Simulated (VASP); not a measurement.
# CuAu (Tetraauricupride) (P4/mmm) in VASP: further runs

Runs on CuAu (Tetraauricupride). Level: LDA. Tasks: single point, relaxation of cell and atoms.

Everything below comes from runs of VASP 6.6.1. Logs are shortened: lines on timing, memory, paths and dates and some standing lists are left out, and cuts for length are marked.

**1. The cell of the first run**

The structure is tetragonal, space group P4/mmm (No. 123). The conventional cell has a = 2.793 Å, b = 2.793 Å, c = 3.532 Å, α = 90.00°, β = 90.00°, γ = 90.00°. Within 3.5 Å of Cu (site symmetry 4/mmm) lie 8 Au at 2.65 Å and 4 Cu at 2.79 Å. Au (site symmetry 4/mmm) has 8 Cu at 2.65 Å and 4 Au at 2.79 Å within 3.5 Å.

**2. Single point, LDA**

File INCAR:

```
SYSTEM = CuAu
PREC = Accurate ; ENCUT = 520
EDIFF = 1E-6 ; ISMEAR = 0
SIGMA = 0.1 ; LREAL = .FALSE.
LASPH = .TRUE. ; NELM = 100
ALGO = Normal ; ISIF = 2
LWAVE = .FALSE. ; LCHARG = .FALSE.
GGA = CA ; NBANDS = 18
```

File KPOINTS:

```
Automatic mesh
0
G
  16 16 12
  0 0 0
```

File POSCAR:

```
CuAu
1.0
    2.7929172481      0.0000000000      0.0000000000
    0.0000000000      2.7929172481      0.0000000000
    0.0000000000      0.0000000000      3.5323997054
Cu Au
1 1
Direct
    0.5000000000      0.5000000000      0.5000000000
    0.0000000000      0.0000000000      0.0000000000
```

Potentials or basis: VASP PAW LDA potentials, release 64 (Cu, Au).

Run with:

```sh
$ cat potpaw_LDA.64/Cu/POTCAR potpaw_LDA.64/Au/POTCAR > POTCAR
$ mpirun -np 1 vasp_std > vasp.out
```

OUTCAR:

```text
SYSTEM = CuAu
   PREC = Accurate
   ENCUT = 520
   EDIFF = 1E-6
   ISMEAR = 0
   LREAL = .FALSE.
   LASPH = .TRUE.
   NELM = 100
   ISIF = 2
   GGA = CA

 ion  position               nearest neighbor table
   1  0.500  0.500  0.500-   2 2.65   2 2.65   2 2.65   2 2.65   2 2.65   2 2.65   2 2.65   2 2.65

   2  0.000  0.000  0.000-   1 2.65   1 2.65   1 2.65   1 2.65   1 2.65   1 2.65   1 2.65   1 2.65

  LATTYP: Found a simple tetragonal cell.
 ALAT       =     2.7929172481
 C/A-ratio  =     1.2647706293

  Lattice vectors:

 A1 = (   2.7929172481,   0.0000000000,   0.0000000000)
 A2 = (   0.0000000000,   2.7929172481,   0.0000000000)
 A3 = (   0.0000000000,   0.0000000000,   3.5323997054)

Analysis of symmetry for initial positions (statically):
=====================================================================
 Subroutine PRICEL returns:
 Original cell was already a primitive cell.

 Routine SETGRP: Setting up the symmetry group for a
 simple tetragonal supercell.

 Subroutine GETGRP returns: Found 16 space group operations
 (whereof 16 operations were pure point group operations)
 out of a pool of 16 trial point group operations.

The static configuration has the point symmetry D_4h.

Analysis of symmetry for dynamics (positions and initial velocities):
=====================================================================
 Subroutine PRICEL returns:
 Original cell was already a primitive cell.

 Routine SETGRP: Setting up the symmetry group for a
 simple tetragonal supercell.

 Subroutine GETGRP returns: Found 16 space group operations
 (whereof 16 operations were pure point group operations)
 out of a pool of 16 trial point group operations.

The dynamic configuration has the point symmetry D_4h.

 Subroutine INISYM returns: Found 16 space group operations
 (whereof 16 operations are pure point group operations),
 and found     1 'primitive' translations

----------------------------------------------------------------------------------------

                                     Primitive cell

  volume of cell :      27.5541

  direct lattice vectors                    reciprocal lattice vectors
     2.792917248  0.000000000  0.000000000     0.358048560  0.000000000  0.000000000
     0.000000000  2.792917248  0.000000000     0.000000000  0.358048560  0.000000000
     0.000000000  0.000000000  3.532399705     0.000000000  0.000000000  0.283093671

  length of vectors
     2.792917248  2.792917248  3.532399705     0.358048560  0.358048560  0.283093671

  position of ions in fractional coordinates (direct lattice)
     0.500000000  0.500000000  0.500000000
     0.000000000  0.000000000  0.000000000

  ion indices of the primitive-cell ions
   primitive index   ion index
                 1           1
                 2           2

----------------------------------------------------------------------------------------

 KPOINTS: Automatic mesh

Automatic generation of k-mesh.
 Grid dimensions read from file:
 generate k-points for:   16   16   12

 Generating k-lattice:

  Cartesian coordinates                     Fractional coordinates (reciprocal lattice)
     0.022378035  0.000000000  0.000000000     0.062500000  0.000000000  0.000000000
     0.000000000  0.022378035  0.000000000     0.000000000  0.062500000  0.000000000
     0.000000000  0.000000000  0.023591139     0.000000000  0.000000000  0.083333333

  Length of vectors
     0.022378035  0.022378035  0.023591139

  Shift w.r.t. Gamma in fractional coordinates (k-lattice)
     0.000000000  0.000000000  0.000000000

 Subroutine IBZKPT returns following result:
 ===========================================

 Found    315 irreducible k-points:

 Following reciprocal coordinates:
            Coordinates               Weight
  0.000000  0.000000  0.000000      1.000000
  0.062500  0.000000  0.000000      4.000000
  0.125000  0.000000  0.000000      4.000000
  0.187500  0.000000  0.000000      4.000000
  0.250000  0.000000  0.000000      4.000000
  0.312500  0.000000  0.000000      4.000000
[... 16 lines left out ...]
  0.437500  0.125000  0.000000      8.000000
  0.500000  0.125000  0.000000      4.000000
 [... further k-points ...]
   k-points           NKPTS =    315   k-points in BZ     NKDIM =    315   number of bands    NBANDS=     18
   number of dos      NEDOS =    301   number of ions     NIONS =      2
   total plane-waves  NPLWV =  16128
   dimension x,y,z NGX =    24 NGY =   24 NGZ =   28
   dimension x,y,z NGXF=    48 NGYF=   48 NGZF=   56
   ions per type =               1   1
   NGX,Y,Z   is equivalent  to a cutoff of  14.29, 14.29, 13.18 a.u.
   NGXF,Y,Z  is equivalent  to a cutoff of  28.57, 28.57, 26.36 a.u.
 SYSTEM =  CuAu
   PREC   = accura    normal or accurate (medium, high low for compatibility)
   ISTART =      0    job   : 0-new  1-cont  2-samecut
   ICHARG =      2    charge: 1-file 2-atom 10-const
   ISPIN  =      1    spin polarized calculation?
   LNONCOLLINEAR =      F non collinear calculations
   LSORBIT =      F    spin-orbit coupling
   LASPH  =      T    aspherical Exc in radial PAW
   ENCUT  =  520.0 eV  38.22 Ry    6.18 a.u.   5.19  5.19  6.57*2*pi/ulx,y,z
   NELM   =    100;   NELMIN=  2; NELMDL= -5     # of ELM steps
   EDIFF  = 0.1E-05   stopping-criterion for ELM
   LREAL  =      F    real-space projection
   EDIFFG = 0.1E-04   stopping-criterion for IOM
   NSW    =      0    number of steps for IOM
   IBRION =     -1    ionic relax: 0-MD 1-quasi-New 2-CG
   NFREE  =      0    steps in history (QN), initial steepest desc. (CG)
   ISIF   =      2    stress and relaxation
   ISYM   =      2    0-nonsym 1-usesym 2-fastsym
   POTIM  = 0.5000    time-step for ionic-motion
   TEBEG  =    0.0;   TEEND  =   0.0 temperature during run
   PSTRESS=    0.0 pullay stress
   NELECT =      22.0000    total number of electrons
   NUPDOWN=      -1.0000    fix difference up-down
   EMIN   =  10.00;   EMAX   =-10.00  energy-range for DOS
   EFERMI =   0.00;   METHOD = LEGACY
   ISMEAR =     0;   SIGMA  =   0.10  broadening in eV -4-tet -1-fermi 0-gaus
   EFERMI_NEDOS =   21; number of points for ismear=-14 and -15
   IALGO  =     38    algorithm
   IMIX   =      4    mixing-type and parameters
     AMIX     =   0.40;   BMIX     =  1.00
     AMIX_MAG =   1.60;   BMIX_MAG =  1.00
  volume/ion in A,a.u.               =      13.78        92.97
  Fermi-wavevector in a.u.,A,eV,Ry     =   1.518753  2.870026 31.383332  2.306610
  Thomas-Fermi vector in A             =   2.627831
   LORBIT       =      0    0 simple, 1 ext, 2 COOP (PROOUT), +10 PAW based schemes
   GGA     = CA    functional components
   LHFCALC =     F    Hartree Fock is set to
   AEXX    =    0.0000 exact exchange contribution
   IVDW    =     0    specifies the selected vdW correction
   LEPSILON=     F    determine dielectric tensor
   LRPA    =     F    only Hartree local field effects (RPA)
 non-spin polarized calculation
 Gauss-broadening in eV      SIGMA  =   0.10
  energy-cutoff  :      520.00
  volume of cell :       27.55
 maximum number of plane-waves:       764
 NGX is ok and might be reduce to    24
   NGX = 11   NGY = 11   NGZ = 13

 number of electron      22.0000011 magnetization

 Free energy of the ion-electron system (eV)
  ---------------------------------------------------
  ext. energy  EPLUGINS =         0.00000000
  ---------------------------------------------------
  free energy    TOTEN  =        -9.26712478 eV

  energy without entropy =       -9.26428732  energy(sigma->0) =       -9.26570605

 E-fermi :   9.3852     XC(G=0): -13.2954

 val. band max:        9.3701334543   @ k =   0.3750   0.3750   0.2500
 cond. band min:       9.3966367661   @ k =   0.4375   0.3750   0.1667
 fundamental gap:      0.0265033118
 Fermi energy:         9.3852437908

 k-point     1 :       0.0000    0.0000    0.0000
  band No.  band energies     occupation
      1      -0.9482      2.00000
      2       2.3738      2.00000
      3       2.5186      2.00000
      4       5.0113      2.00000
      5       5.0113      2.00000
      6       6.0929      2.00000
[... 10 lines left out ...]
     17      26.4130      0.00000
     18      27.0196      0.00000

 k-point     2 :       0.0625    0.0000    0.0000
  band No.  band energies     occupation
      1      -0.8548      2.00000
      2       2.4236      2.00000
      3       2.5700      2.00000
      4       4.9617      2.00000
      5       5.0350      2.00000
      6       6.0565      2.00000
[... 10 lines left out ...]
     17      27.0802      0.00000
     18      27.1084      0.00000

 k-point     3 :       0.1250    0.0000    0.0000
  band No.  band energies     occupation
      1      -0.5812      2.00000
      2       2.5414      2.00000
      3       2.7479      2.00000
      4       4.8171      2.00000
      5       5.1050      2.00000
      6       5.9498      2.00000
[... 10 lines left out ...]
     17      27.1799      0.00000
     18      28.8511      0.00000

 k-point     4 :       0.1875    0.0000    0.0000
  band No.  band energies     occupation
      1      -0.1480      2.00000
      2       2.6948      2.00000
      3       3.0603      2.00000
      4       4.5931      2.00000
      5       5.2175      2.00000
      6       5.7837      2.00000
[... 10 lines left out ...]
     17      27.0162      0.00000
     18      28.9127      0.00000

 k-point     5 :       0.2500    0.0000    0.0000
  band No.  band energies     occupation
      1       0.4085      2.00000
      2       2.8824      2.00000
      3       3.4623      2.00000
      4       4.3232      2.00000
      5       5.3656      2.00000
      6       5.5808      2.00000
[... 10 lines left out ...]
     17      26.2469      0.00000
     18      28.2700      0.00000

 k-point     6 :       0.3125    0.0000    0.0000
  band No.  band energies     occupation
      1       1.0310      2.00000
      2       3.0991      2.00000
      3       3.8844      2.00000
      4       4.0536      2.00000
      5       5.3739      2.00000
      6       5.5384      2.00000
[... 10 lines left out ...]
     17      25.0229      0.00000
     18      27.3288      0.00000

 k-point     7 :       0.3750    0.0000    0.0000
  band No.  band energies     occupation
      1       1.6292      2.00000
      2       3.3358      2.00000
      3       3.8287      2.00000
      4       4.2304      2.00000
      5       5.1979      2.00000
      6       5.7172      2.00000
[... 10 lines left out ...]
     17      23.8615      0.00000
     18      26.2810      0.00000

 k-point     8 :       0.4375    0.0000    0.0000
  band No.  band energies     occupation
      1       2.0730      2.00000
      2       3.5681      2.00000
      3       3.6815      2.00000
      4       4.4085      2.00000
      5       5.0808      2.00000
      6       5.8677      2.00000
[... 10 lines left out ...]
     17      25.2320      0.00000
     18      25.5399      0.00000
[... 229 lines left out ...]
     17      27.4527      0.00000
     18      28.9245      0.00000

 k-point    20 :       0.2500    0.1250    0.0000
  band No.  band energies     occupation
      1       0.7557      2.00000
      2       3.1439      2.00000
      3       3.5234      2.00000
      4       4.2585      2.00000
      5       5.0460      2.00000
      6       5.3338      2.00000
[... 10 lines left out ...]
     17      26.4516      0.00000
     18      28.4404      0.00000

 k-point    21 :       0.3125    0.1250    0.0000
  band No.  band energies     occupation
      1       1.3641      2.00000
      2       3.3376      2.00000
      3       3.8259      2.00000
      4       3.9869      2.00000
      5       5.0382      2.00000
      6       5.2276      2.00000
[... 10 lines left out ...]
     17      25.0621      0.00000
     18      26.9861      0.00000

 k-point    22 :       0.3750    0.1250    0.0000
  band No.  band energies     occupation
      1       1.9618      2.00000
      2       3.5297      2.00000
      3       3.7589      2.00000
      4       3.8910      2.00000
      5       5.0215      2.00000
      6       5.3236      2.00000
[... 10 lines left out ...]
     17      23.7594      0.00000
     18      25.6766      0.00000

 k-point    23 :       0.4375    0.1250    0.0000
  band No.  band energies     occupation
      1       2.4496      2.00000
      2       3.6095      2.00000
      3       3.6789      2.00000
      4       3.7671      2.00000
      5       5.0054      2.00000
      6       5.4796      2.00000
[... 10 lines left out ...]
     17      23.0582      0.00000
     18      24.7977      0.00000

 k-point    24 :       0.5000    0.1250    0.0000
  band No.  band energies     occupation
      1       2.6629      2.00000
      2       3.5578      2.00000
      3       3.6627      2.00000
      4       3.7460      2.00000
      5       4.9989      2.00000
      6       5.5351      2.00000
[... 10 lines left out ...]
     17      22.8698      0.00000
     18      24.4661      0.00000

 [... further k-points ...]
[... 5 lines left out ...]
  --------------------------------------------------------------------------------------
  -------------------------------------------------------------------------------------
  Total        0.0873441      0.0873441      0.0891167      0.0000000     -0.0000000      0.0000000
  in kB        5.0787662      5.0787662      5.1818377      0.0000000     -0.0000000      0.0000000
  external PRESSURE =       5.1131234 kB  Pullay stress =       0.0000000 kB

 VOLUME and BASIS-vectors are now :
 -----------------------------------------------------------------------------
  energy-cutoff  :      520.00
  volume of cell :       27.55
      direct lattice vectors                 reciprocal lattice vectors
     2.792917248  0.000000000  0.000000000     0.358048560  0.000000000  0.000000000
     0.000000000  2.792917248  0.000000000     0.000000000  0.358048560  0.000000000
     0.000000000  0.000000000  3.532399705     0.000000000  0.000000000  0.283093671

 POSITION                                       TOTAL-FORCE (eV/Angst)
 -----------------------------------------------------------------------------------
      1.39646      1.39646      1.76620         0.000000      0.000000      0.000000
      0.00000      0.00000      0.00000         0.000000      0.000000      0.000000
 -----------------------------------------------------------------------------------
    total drift:                                0.000000      0.000000     -0.000000

  FREE ENERGIE OF THE ION-ELECTRON SYSTEM (eV)
  ---------------------------------------------------
  free  energy   TOTEN  =        -9.2671247774 eV

  energy  without entropy=       -9.2642873207  energy(sigma->0) =       -9.26570605
```

Wall time 60 s (1 thread of AMD EPYC 9R45 (Zen 5), shared host); peak memory 0.24 GiB.

Results:

```yaml
Free_energy: -9.2671 eV
Pressure: 0.5 GPa
Band_gap_on_the_k_mesh: zero (band 11 reaches 14.66 eV, above the bottom of band 12 at 7.15 eV)
```

Caveat: spin-orbit coupling is left out, which moves the levels of the heavy elements.

(Continued in part 2 of 2.)
